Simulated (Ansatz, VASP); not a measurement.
## One calculation of TaN, two programs

```
CELL_PARAMETERS angstrom
-0.03779 2.16275 2.18075
2.05051 -0.01176 2.15472
2.08169 2.16791 -0.04295
ATOMIC_POSITIONS crystal
Ta 0.43074 0.49782 0.51159
N 0.01180 0.92895 0.07886
```

Alike in both runs: task single point; functional PBE; k mesh 8 × 8 × 8; no spin polarisation.

|  | VASP | Ansatz |
| --- | --- | --- |
| version | VASP 6.6.1 | Ansatz 0.2.0 |
| potentials or method | VASP PAW PBE potentials, release 64 (Ta_pv, N), cutoff 520 eV | plane waves, PAW |
| occupations | methfessel-paxton of order 1, width 0.1 eV | cold, width 0.1 eV |
| valence electrons in the cell | 16 | 18 |

VASP gave:

```
rms of the force components (eV/Å) : 2.966
```

Task: Which values does Ansatz return?

Result: rms of the force components (eV/Å): 2.897.

Atom by atom the forces differ by 0.068 eV/Å (rms over components). VASP's potentials hold 16 valence electrons a cell and Ansatz's 18, so a difference there can come from the potentials and not from the codes. Ansatz's warnings: stress scf threshold loose.

Neither program's run includes spin-orbit coupling.
